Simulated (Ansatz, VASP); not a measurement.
GaSb in VASP and in Ansatz

```
Ga Sb
1.0
     0.00000    3.53136    2.29538
     3.53136    0.00000    2.29538
     3.53136    3.53136    0.00000
Ga Sb
1 1
Direct
  0.00000 0.00000 0.00000
  0.75000 0.75000 0.75000
```

Alike in both runs: task single point; functional PBEsol; k mesh 16 × 16 × 16; occupations gaussian, width 0.15 eV; no spin polarisation.

|  | VASP | Ansatz |
| --- | --- | --- |
| version | VASP 6.6.1 | Ansatz 0.2.0 |
| potentials or method | VASP PAW PBE potentials, release 64 (Ga_d, Sb), cutoff 520 eV | scalar-relativistic, plane waves, PAW |
| valence electrons in the cell | 18 | 28 |

Ansatz gave:

| Quantity | Value |
| --- | --- |
| gap on the k mesh at the Fermi level (eV) | none |
| pressure (GPa) | -3.1 |
| traceless stress, the component that is largest in VASP (GPa) | 3.33 |

Q: What did VASP give for the same quantities?

A: gap on the k mesh at the Fermi level (eV): none; pressure (GPa): -3.0; traceless stress, the component that is largest in VASP (GPa): 3.29.

VASP's potentials were made for PBE, not for PBEsol. A gap of «none» marks a metal or a gap that the smearing closes. VASP's potentials hold 18 valence electrons a cell and Ansatz's 28, so a difference there can come from the potentials and not from the codes.

Spin-orbit coupling is off throughout.
